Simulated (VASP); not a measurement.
# TaTi5N6 in VASP: a series of runs

Runs on TaTi5N6. Level: PBE. Tasks: single point.

Everything below comes from runs of VASP 6.6.1. Logs are shortened: lines on timing, memory, paths and dates and some standing lists are left out, and cuts for length are marked.

### Step 1. The cell of the first run

Symmetry: P4/mmm, No. 123, tetragonal system. Conventional cell: a = 3.032 Å, b = 3.032 Å, c = 12.812 Å, α = 90.00°, β = 90.00°, γ = 90.00°. Within 2.8 Å of Ti (site symmetry 4/mmm) lie 6 N at 2.11 to 2.14 Å. Ti (site symmetry 4mm) has 6 N at 2.12 to 2.14 Å within 2.8 Å. Ti (site symmetry 4mm) has 6 N at 2.08 to 2.22 Å within 2.8 Å. Within 2.8 Å of Ta (site symmetry 4/mmm) lie 6 N at 2.14 to 2.17 Å. Within 2.8 Å of N (site symmetry 4mm) lie 6 Ti at 2.08 to 2.14 Å. N (site symmetry 4mm) has 5 Ti at 2.12 to 2.14 Å and 1 Ta at 2.17 Å within 2.8 Å. Within 2.8 Å of N (site symmetry 4/mmm) lie 4 Ta at 2.14 Å and 2 Ti at 2.22 Å. Within 2.8 Å of N (site symmetry 4/mmm) lie 6 Ti at 2.12 to 2.14 Å.

### Step 2. Single point, PBE

Input file INCAR:

```
SYSTEM = TaTi5N6
PREC     = Accurate       ! precision mode
ENCUT    = 520            ! plane-wave cutoff, eV
EDIFF    = 1E-6           ! SCF threshold, eV
ISMEAR   = 0              ! smearing method
SIGMA    = 0.1            ! smearing width, eV
LREAL    = .FALSE.        ! projectors in reciprocal space
LASPH    = .TRUE.         ! aspherical terms in the spheres
NELM     = 80             ! most SCF steps
ALGO     = Normal         ! electronic algorithm
ISIF     = 2              ! what is computed and relaxed
LWAVE    = .FALSE.        ! write WAVECAR
LCHARG   = .FALSE.        ! write CHGCAR
GGA      = PE             ! functional
NBANDS   = 62             ! bands
```

Input file KPOINTS:

```
regular mesh
0
G
  6 6 2
  0 0 0
```

Input file POSCAR:

```
TaTi5N6
1.0
    3.0317798000      0.0000000000      0.0000000000
    0.0000000000      3.0317798000      0.0000000000
    0.0000000000      0.0000000000     12.8123042000
Ti Ta N
5 1 6
Direct
    0.0000000000      0.0000000000      0.0000000000
    0.5000000000      0.5000000000      0.1650960000
    0.0000000000      0.0000000000      0.3269490000
    0.0000000000      0.0000000000      0.6730510000
    0.5000000000      0.5000000000      0.8349040000
    0.5000000000      0.5000000000      0.5000000000
    0.0000000000      0.0000000000      0.1644560000
    0.5000000000      0.5000000000      0.3304830000
    0.0000000000      0.0000000000      0.5000000000
    0.5000000000      0.5000000000      0.6695170000
    0.0000000000      0.0000000000      0.8355440000
    0.5000000000      0.5000000000      0.0000000000
```

Potentials or basis: VASP PAW PBE potentials, release 64 (Ti_sv, Ta_pv, N).

Command:

```bash
$ cat potpaw_PBE.64/Ti_sv/POTCAR potpaw_PBE.64/Ta_pv/POTCAR potpaw_PBE.64/N/POTCAR > POTCAR
$ mpirun -np 1 vasp_std > vasp.out
```

OUTCAR:

```text
SYSTEM = TaTi5N6
   PREC = Accurate
   ENCUT = 520
   EDIFF = 1E-6
   ISMEAR = 0
   LREAL = .FALSE.
   LASPH = .TRUE.
   NELM = 80
   ISIF = 2
   GGA = PE

 ion  position               nearest neighbor table
   1  0.000  0.000  0.000-   7 2.11  11 2.11  12 2.14  12 2.14  12 2.14  12 2.14
   2  0.500  0.500  0.165-  12 2.12   8 2.12   7 2.14   7 2.14   7 2.14   7 2.14
   3  0.000  0.000  0.327-   7 2.08   8 2.14   8 2.14   8 2.14   8 2.14   9 2.22   6 3.08   6 3.08
                             6 3.08   6 3.08
   4  0.000  0.000  0.673-  11 2.08  10 2.14  10 2.14  10 2.14  10 2.14   9 2.22   6 3.08   6 3.08
                             6 3.08   6 3.08
   5  0.500  0.500  0.835-  12 2.12  10 2.12  11 2.14  11 2.14  11 2.14  11 2.14
   6  0.500  0.500  0.500-   9 2.14   9 2.14   9 2.14   9 2.14  10 2.17   8 2.17   4 3.08   4 3.08
                             3 3.08   4 3.08   3 3.08   3 3.08   4 3.08   3 3.08
   7  0.000  0.000  0.164-   3 2.08   1 2.11   2 2.14   2 2.14   2 2.14   2 2.14
   8  0.500  0.500  0.330-   2 2.12   3 2.14   3 2.14   3 2.14   3 2.14   6 2.17
   9  0.000  0.000  0.500-   6 2.14   6 2.14   6 2.14   6 2.14   3 2.22   4 2.22
  10  0.500  0.500  0.670-   5 2.12   4 2.14   4 2.14   4 2.14   4 2.14   6 2.17
  11  0.000  0.000  0.836-   4 2.08   1 2.11   5 2.14   5 2.14   5 2.14   5 2.14
  12  0.500  0.500  0.000-   2 2.12   5 2.12   1 2.14   1 2.14   1 2.14   1 2.14

  LATTYP: Found a simple tetragonal cell.
 ALAT       =     3.0317798000
 C/A-ratio  =     4.2260009121

  Lattice vectors:

 A1 = (   3.0317798000,   0.0000000000,   0.0000000000)
 A2 = (   0.0000000000,   3.0317798000,   0.0000000000)
 A3 = (   0.0000000000,   0.0000000000,  12.8123042000)

Analysis of symmetry for initial positions (statically):
=====================================================================
 Subroutine PRICEL returns:
 Original cell was already a primitive cell.

 Routine SETGRP: Setting up the symmetry group for a
 simple tetragonal supercell.

 Subroutine GETGRP returns: Found 16 space group operations
 (whereof 16 operations were pure point group operations)
 out of a pool of 16 trial point group operations.

The static configuration has the point symmetry D_4h.

Analysis of symmetry for dynamics (positions and initial velocities):
=====================================================================
 Subroutine PRICEL returns:
 Original cell was already a primitive cell.

 Routine SETGRP: Setting up the symmetry group for a
 simple tetragonal supercell.

 Subroutine GETGRP returns: Found 16 space group operations
[... 132 lines left out ...]
   EFERMI =   0.00;   METHOD = LEGACY
   ISMEAR =     0;   SIGMA  =   0.10  broadening in eV -4-tet -1-fermi 0-gaus
   EFERMI_NEDOS =   21; number of points for ismear=-14 and -15
   IALGO  =     38    algorithm
   IMIX   =      4    mixing-type and parameters
     AMIX     =   0.40;   BMIX     =  1.00
     AMIX_MAG =   1.60;   BMIX_MAG =  1.00
  volume/ion in A,a.u.               =       9.81        66.23
  Fermi-wavevector in a.u.,A,eV,Ry     =   1.555396  2.939273 32.916005  2.419258
  Thomas-Fermi vector in A             =   2.659344
   LORBIT       =      0    0 simple, 1 ext, 2 COOP (PROOUT), +10 PAW based schemes
   GGA     = PE    functional components
   LHFCALC =     F    Hartree Fock is set to
   AEXX    =    0.0000 exact exchange contribution
   IVDW    =     0    specifies the selected vdW correction
   LEPSILON=     F    determine dielectric tensor
   LRPA    =     F    only Hartree local field effects (RPA)
 non-spin polarized calculation
 Gauss-broadening in eV      SIGMA  =   0.10
  energy-cutoff  :      520.00
  volume of cell :      117.77
 maximum number of plane-waves:      3208
 NGX is ok and might be reduce to    24
   NGX = 11   NGY = 11   NGZ = 47

 number of electron     101.0000015 magnetization

 Free energy of the ion-electron system (eV)
  ---------------------------------------------------
  ext. energy  EPLUGINS =         0.00000000
  ---------------------------------------------------
  free energy    TOTEN  =      -120.17542124 eV

  energy without entropy =     -120.14842807  energy(sigma->0) =     -120.16192465

 E-fermi :  10.9483     XC(G=0): -13.0384

 val. band max:       10.9451544437   @ k =   0.1667   0.0000   0.5000
 cond. band min:      10.9582713374   @ k =   0.1667   0.1667   0.5000
 fundamental gap:      0.0131168937
 Fermi energy:        10.9482973924

 k-point     1 :       0.0000    0.0000    0.0000
  band No.  band energies     occupation
      1     -46.8906      2.00000
      2     -46.8526      2.00000
      3     -46.8377      2.00000
      4     -46.7824      2.00000
      5     -46.7690      2.00000
      6     -25.0598      2.00000
[... 1289 lines left out ...]
     61      13.2630      0.00000
     62      13.2855      0.00000

------------------------ aborting loop because EDIFF is reached ----------------------------------------

  FORCE on cell =-STRESS in cart. coord.  units (eV):
  Direction    XX          YY          ZZ          XY          YZ          ZX
  --------------------------------------------------------------------------------------
  -------------------------------------------------------------------------------------
  Total        0.1882081      0.1882081      0.6532248      0.0000000      0.0000000      0.0000000
  in kB        2.5605089      2.5605089      8.8869077      0.0000000      0.0000000      0.0000000
  external PRESSURE =       4.6693085 kB  Pullay stress =       0.0000000 kB

 VOLUME and BASIS-vectors are now :
 -----------------------------------------------------------------------------
  energy-cutoff  :      520.00
  volume of cell :      117.77
      direct lattice vectors                 reciprocal lattice vectors
     3.031779800  0.000000000  0.000000000     0.329839258  0.000000000  0.000000000
     0.000000000  3.031779800  0.000000000     0.000000000  0.329839258  0.000000000
     0.000000000  0.000000000 12.812304200     0.000000000  0.000000000  0.078049973

 POSITION                                       TOTAL-FORCE (eV/Angst)
 -----------------------------------------------------------------------------------
      0.00000      0.00000      0.00000        -0.000000     -0.000000      0.000000
      1.51589      1.51589      2.11526        -0.000000      0.000000     -0.031232
      0.00000      0.00000      4.18897        -0.000000     -0.000000     -0.019591
      0.00000      0.00000      8.62333         0.000000     -0.000000      0.019591
      1.51589      1.51589     10.69704        -0.000000     -0.000000      0.031232
      1.51589      1.51589      6.40615        -0.000000     -0.000000      0.000000
      0.00000      0.00000      2.10706        -0.000000     -0.000000      0.026298
      1.51589      1.51589      4.23425        -0.000000      0.000000     -0.072737
      0.00000      0.00000      6.40615        -0.000000     -0.000000      0.000000
      1.51589      1.51589      8.57806        -0.000000     -0.000000      0.072737
      0.00000      0.00000     10.70524         0.000000     -0.000000     -0.026298
      1.51589      1.51589      0.00000        -0.000000     -0.000000      0.000000
 -----------------------------------------------------------------------------------
    total drift:                                0.000000     -0.000000      0.000000

  FREE ENERGIE OF THE ION-ELECTRON SYSTEM (eV)
  ---------------------------------------------------
  free  energy   TOTEN  =      -120.1754212411 eV

  energy  without entropy=     -120.1484280653  energy(sigma->0) =     -120.16192465
```

OSZICAR:

```text
N       E                     dE             d eps       ncg     rms          rms(c)
DAV:   1     0.149659363424E+04    0.14966E+04   -0.48886E+04  2480   0.200E+03
DAV:   2     0.128389444032E+03   -0.13682E+04   -0.13253E+04  2480   0.625E+02
[... 10 lines left out ...]
DAV:  13    -0.120175406166E+03    0.60665E-02   -0.38040E-02  3448   0.111E+00    0.246E-01
DAV:  14    -0.120175529829E+03   -0.12366E-03   -0.36654E-03  3400   0.348E-01    0.142E-01
DAV:  15    -0.120175484857E+03    0.44972E-04   -0.29453E-03  3674   0.279E-01    0.595E-02
DAV:  16    -0.120175426928E+03    0.57929E-04   -0.36802E-04  3616   0.982E-02    0.287E-02
DAV:  17    -0.120175422967E+03    0.39613E-05   -0.43791E-05  3624   0.307E-02    0.133E-02
DAV:  18    -0.120175420952E+03    0.20154E-05   -0.11636E-05  3216   0.193E-02    0.418E-03
DAV:  19    -0.120175421241E+03   -0.28946E-06   -0.27760E-06  2400   0.100E-02
   1 F= -.12017542E+03 E0= -.12016192E+03  d E =-.269932E-01
```

stdout:

```text
POSCAR found type information on POSCAR TiTaN
 POSCAR found :  3 types and      12 ions
 scaLAPACK will be used
 LDA part: xc-table for (Slater+PW92), standard interpolation
 POSCAR, INCAR and KPOINTS ok, starting setup
 FFT: planning ... GRIDC
 FFT: planning ... GRID_SOFT
 FFT: planning ... GRID
 WAVECAR not read
 entering main loop
```

Run time: 3.4 min. Hardware: 1 thread of Intel Xeon 6975P-C, shared host; peak memory 0.29 GiB.

Results:

| Quantity | Value |
| --- | --- |
| Free energy | -120.1754 eV |
| Pressure | 0.5 GPa |
| Largest force | 0.073 eV/Å |

Forces on the atoms (eV/Å):
```
Ti   0.000  0.000  0.000
Ti   0.000  0.000 -0.031
Ti   0.000  0.000 -0.020
Ti   0.000  0.000  0.020
Ti   0.000  0.000  0.031
Ta   0.000  0.000  0.000
N    0.000  0.000  0.026
N    0.000  0.000 -0.073
N    0.000  0.000  0.000
N    0.000  0.000  0.073
N    0.000  0.000 -0.026
N    0.000  0.000  0.000
```

Levels at points of the mesh, in eV from the Fermi level:
| k point | band 47 | band 48 | band 49 | band 50 | band 51 | band 52 | band 53 | band 54 | band 55 | band 56 |
| --- | --- | --- | --- | --- | --- | --- | --- | --- | --- | --- |
| (0.00, 0.00, 0.00) | -2.54 | -2.30 | -2.26 | -2.26 | -1.66 | -1.24 | -0.75 | -0.75 | -0.60 | 0.54 |
| (0.50, 0.00, 0.00) | -4.97 | 0.84 | 0.96 | 1.36 | 1.42 | 1.43 | 1.46 | 1.49 | 1.52 | 1.53 |
| (0.50, 0.50, 0.00) | -3.29 | -3.29 | -3.28 | -0.62 | -0.62 | -0.47 | -0.47 | 1.61 | 1.74 | 1.87 |
| (0.00, 0.00, 0.50) | -2.78 | -2.55 | -2.55 | -2.31 | -1.95 | -1.00 | -0.69 | -0.17 | -0.17 | -0.09 |
| (0.50, 0.00, 0.50) | -5.01 | 1.03 | 1.03 | 1.13 | 1.21 | 1.23 | 1.23 | 1.28 | 1.38 | 1.63 |
| (0.50, 0.50, 0.50) | -3.83 | -2.08 | -2.08 | -2.00 | -2.00 | 0.86 | 0.86 | 0.87 | 0.87 | 2.02 |

Caveat: spin-orbit coupling is left out, which moves the levels of the heavy elements.

### Step 3. Single point, PBE

Input file INCAR:

```
SYSTEM = TaTi5N6
PREC     = Accurate       ! precision mode
ENCUT    = 520            ! plane-wave cutoff, eV
EDIFF    = 1E-6           ! SCF threshold, eV
ISMEAR   = 0              ! smearing method
SIGMA    = 0.2            ! smearing width, eV
LREAL    = .False.        ! projectors in reciprocal space
LASPH    = .True.         ! aspherical terms in the spheres
NELM     = 80             ! most SCF steps
ALGO     = Normal         ! electronic algorithm
ISIF     = 2              ! what is computed and relaxed
LWAVE    = .False.        ! write WAVECAR
LCHARG   = .False.        ! write CHGCAR
GGA      = PE             ! functional
NBANDS   = 62             ! bands
```

Input file KPOINTS:

```
Automatic mesh
0
Gamma
  8 8 2
  0 0 0
```

POSCAR is that of step 2.

Potentials or basis: VASP PAW PBE potentials, release 64 (Ti_sv, Ta_pv, N).

Command:

```bash
$ cat potpaw_PBE.64/Ti_sv/POTCAR potpaw_PBE.64/Ta_pv/POTCAR potpaw_PBE.64/N/POTCAR > POTCAR
$ mpirun -np 1 vasp_std > vasp.out
```

OUTCAR:

```text
SYSTEM = TaTi5N6
   PREC = Accurate
   ENCUT = 520
   EDIFF = 1E-6
   ISMEAR = 0
   LREAL = .False.
   LASPH = .True.
   NELM = 80
   ISIF = 2
   GGA = PE

 ion  position               nearest neighbor table
   1  0.000  0.000  0.000-   7 2.11  11 2.11  12 2.14  12 2.14  12 2.14  12 2.14
   2  0.500  0.500  0.165-  12 2.12   8 2.12   7 2.14   7 2.14   7 2.14   7 2.14
   3  0.000  0.000  0.327-   7 2.08   8 2.14   8 2.14   8 2.14   8 2.14   9 2.22   6 3.08   6 3.08
                             6 3.08   6 3.08
   4  0.000  0.000  0.673-  11 2.08  10 2.14  10 2.14  10 2.14  10 2.14   9 2.22   6 3.08   6 3.08
                             6 3.08   6 3.08
   5  0.500  0.500  0.835-  12 2.12  10 2.12  11 2.14  11 2.14  11 2.14  11 2.14
[... 1795 lines left out ...]
  energy-cutoff  :      520.00
  volume of cell :      117.77
      direct lattice vectors                 reciprocal lattice vectors
     3.031779800  0.000000000  0.000000000     0.329839258  0.000000000  0.000000000
     0.000000000  3.031779800  0.000000000     0.000000000  0.329839258  0.000000000
     0.000000000  0.000000000 12.812304200     0.000000000  0.000000000  0.078049973

 POSITION                                       TOTAL-FORCE (eV/Angst)
 -----------------------------------------------------------------------------------
      0.00000      0.00000      0.00000         0.000000     -0.000000      0.000000
      1.51589      1.51589      2.11526         0.000000      0.000000      0.024977
      0.00000      0.00000      4.18897        -0.000000      0.000000      0.080877
      0.00000      0.00000      8.62333         0.000000     -0.000000     -0.080877
      1.51589      1.51589     10.69704         0.000000     -0.000000     -0.024977
      1.51589      1.51589      6.40615         0.000000     -0.000000      0.000000
      0.00000      0.00000      2.10706        -0.000000     -0.000000     -0.021118
      1.51589      1.51589      4.23425         0.000000      0.000000     -0.032587
      0.00000      0.00000      6.40615         0.000000     -0.000000      0.000000
      1.51589      1.51589      8.57806         0.000000     -0.000000      0.032587
      0.00000      0.00000     10.70524         0.000000     -0.000000      0.021118
      1.51589      1.51589      0.00000         0.000000     -0.000000      0.000000
 -----------------------------------------------------------------------------------
    total drift:                                0.000000     -0.000000      0.000000

  FREE ENERGIE OF THE ION-ELECTRON SYSTEM (eV)
  ---------------------------------------------------
  free  energy   TOTEN  =      -120.1996027094 eV

  energy  without entropy=     -120.0792811001  energy(sigma->0) =     -120.13944190
```

It took 4.9 min on 1 thread of Intel Xeon 6975P-C, shared host; peak memory 0.34 GiB.

Results:

* Free energy: -120.1996 eV
* Pressure: 0.6 GPa
* Largest force: 0.081 eV/Å

Forces in eV/Å, atoms in the order of the input:
```
Ti   0.000  0.000  0.000
Ti   0.000  0.000  0.025
Ti   0.000  0.000  0.081
Ti   0.000  0.000 -0.081
Ti   0.000  0.000 -0.025
Ta   0.000  0.000  0.000
N    0.000  0.000 -0.021
N    0.000  0.000 -0.033
N    0.000  0.000  0.000
N    0.000  0.000  0.033
N    0.000  0.000  0.021
N    0.000  0.000  0.000
```

Levels at points of the mesh, in eV from the Fermi level:
```tsv
k point	band 47	band 48	band 49	band 50	band 51	band 52	band 53	band 54	band 55	band 56
(0.00, 0.00, 0.00)	-2.57	-2.33	-2.28	-2.28	-1.67	-1.27	-0.76	-0.76	-0.62	0.52
(0.50, 0.00, 0.00)	-5.00	0.82	0.94	1.33	1.40	1.40	1.43	1.47	1.48	1.49
(0.50, 0.50, 0.00)	-3.31	-3.31	-3.31	-0.64	-0.64	-0.47	-0.47	1.58	1.72	1.86
(0.00, 0.00, 0.50)	-2.80	-2.59	-2.59	-2.33	-1.97	-1.03	-0.72	-0.19	-0.19	-0.10
(0.50, 0.00, 0.50)	-5.06	1.00	1.01	1.10	1.17	1.20	1.24	1.26	1.38	1.61
(0.50, 0.50, 0.50)	-3.88	-2.10	-2.10	-2.01	-2.01	0.84	0.84	0.87	0.87	1.99
```

Caveat: spin-orbit coupling is left out, which moves the levels of the heavy elements.

### Step 4. Single point, PBE

Input file INCAR:

```
PREC = Accurate
ENCUT = 520
EDIFF = 1E-6
ISMEAR = 0
SIGMA = 0.2
LREAL = False
LASPH = True
NELM = 60
ALGO = Normal
ISIF = 2
LWAVE = False
LCHARG = False
GGA = PE
NBANDS = 62
```

Input file KPOINTS:

```
regular mesh
0
Gamma
  8 8 2
```

Input file POSCAR:

```
TaTi5N6
1.0
    3.0289354998      0.0000035428     -0.0000352260
    0.0000037377      3.0287055473     -0.0003702228
    0.0000409127     -0.0001176342     12.8419680038
Ti Ta N
5 1 6
Direct
    0.0000011292     -0.0000061158     -0.0000036651
    0.4999977754      0.4999992380      0.1653555202
   -0.0000032183     -0.0000060828      0.3276320338
   -0.0000001211      0.0000041273      0.6723730678
    0.5000036748      0.5000019153      0.8346475349
    0.4999988790      0.5000070139      0.4999951675
    0.0000047487      0.0000028024      0.1646046505
    0.4999991564      0.5000022697      0.3304816527
   -0.0000000828      0.0000045501      0.5000017371
    0.5000001354      0.4999969819      0.6695163376
   -0.0000024689     -0.0000012645      0.8353930805
    0.5000003922      0.4999945646      0.0000028824
```

Command:

```bash
$ cat potpaw_PBE.64/Ti_sv/POTCAR potpaw_PBE.64/Ta_pv/POTCAR potpaw_PBE.64/N/POTCAR > POTCAR
$ mpirun -np 1 vasp_std > vasp.out
```

Wall time 8.4 min (1 thread of Intel Xeon 6975P-C, shared host); peak memory 0.42 GiB.

Results (log left out):

| Item | Value |
| --- | --- |
| Free energy | -120.2018 eV |
| Pressure | 0.5 GPa |
| Largest force | 0.005 eV/Å |

Forces on the atoms (eV/Å):
```
Ti   0.000  0.000  0.001
Ti   0.000  0.000 -0.004
Ti   0.000  0.000  0.001
Ti   0.000  0.000 -0.001
Ti   0.000  0.000  0.003
Ta   0.000  0.000  0.000
N    0.000  0.000  0.000
N    0.000  0.000 -0.005
N    0.000  0.000  0.000
N    0.000  0.000  0.004
N    0.000  0.000  0.000
N    0.000  0.000 -0.001
```

Levels at points of the mesh, in eV from the Fermi level:
```
           k point  band 48  band 49  band 50  band 51  band 52  band 53  band 54  band 55
(0.00, 0.00, 0.00)    -2.32    -2.27    -2.27    -1.68    -1.29    -0.76    -0.76    -0.64
(0.50, 0.00, 0.00)     0.82     0.94     1.33     1.40     1.40     1.44     1.46     1.48
(0.00, 0.50, 0.00)     0.82     0.94     1.33     1.40     1.40     1.44     1.46     1.48
(0.50, 0.50, 0.00)    -3.32    -3.32    -0.66    -0.66    -0.51    -0.51     1.58     1.72
(0.00, 0.00, 0.50)    -2.56    -2.56    -2.33    -1.98    -1.04    -0.74    -0.18    -0.18
(0.50, 0.00, 0.50)     1.00     1.01     1.10     1.19     1.19     1.23     1.28     1.38
(0.00, 0.50, 0.50)     1.00     1.01     1.10     1.19     1.19     1.23     1.28     1.38
(0.50, 0.50, 0.50)    -2.08    -2.08    -2.05    -2.05     0.80     0.80     0.84     0.84
```

Caveat: spin-orbit coupling is left out, which moves the levels of the heavy elements.

### Step 5. Overview

```csv
cell,k mesh,smearing,gap on the mesh (eV),pressure (GPa),largest force (eV/Å)
"a = 3.032, b = 3.032, c = 12.812 Å, 12 atoms",6 × 6 × 2,gaussian 0.1 eV,none,0.5,0.07
"a = 3.032, b = 3.032, c = 12.812 Å, 12 atoms",8 × 8 × 2,gaussian 0.2 eV,none,0.6,0.08
"a = 3.029, b = 3.029, c = 12.842 Å, 12 atoms",8 × 8 × 2,gaussian 0.2 eV,none,0.5,-
```

Alike in all rows: task single point; level PBE; potentials or basis VASP PAW PBE potentials, release 64 (Ti_sv, Ta_pv, N); no spin polarisation; cutoff (eV) 520.

Caveats: spin-orbit coupling is left out, which moves the levels of the heavy elements.

Total energies depend on the potentials used, so only differences within one code and one set of settings carry meaning.
